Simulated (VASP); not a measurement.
Sr, 2 atoms in the cell. The structure is hexagonal, space group P6_3/mmc (No. 194). The conventional cell has a = 4.324 Å, b = 4.324 Å, c = 7.073 Å, α = 90.00°, β = 90.00°, γ = 120.00°. Sr (site symmetry -6m2) has 12 Sr at 4.32 to 4.33 Å within 5.7 Å.  This cell differs from its parent crystal: volume scaled by 1.01.

```yaml
Program: VASP 6.6.1
Task: single point
Functional: LDA
Potentials_or_basis: VASP PAW LDA potentials, release 64 (Sr_sv)
Cutoff: 520 eV
k_mesh: 10 × 10 × 5
Occupations: fermi-dirac, width 0.08 eV
Spin: no spin polarisation
Dipole_correction: no
Further_INCAR_settings: ALGO = Normal; EDIFF = 1e-06; NBANDS = 17
```

Potentials or basis: VASP PAW LDA potentials, release 64 (Sr_sv).

Launch:

```bash
$ cat potpaw_LDA.64/Sr_sv/POTCAR > POTCAR
$ mpirun -np 1 vasp_std > vasp.out
```

Hardware: 1 thread of AMD EPYC 9R45 96-Core Processor (Zen 5) (shared host).

**Question.** How long does it take, and how much memory?

**Answer.** Wall time 32 s on 1 thread of AMD EPYC 9R45 96-Core Processor (Zen 5) (shared host), peak memory 0.19 GiB. Counts: scf iterations 11, k points 42.
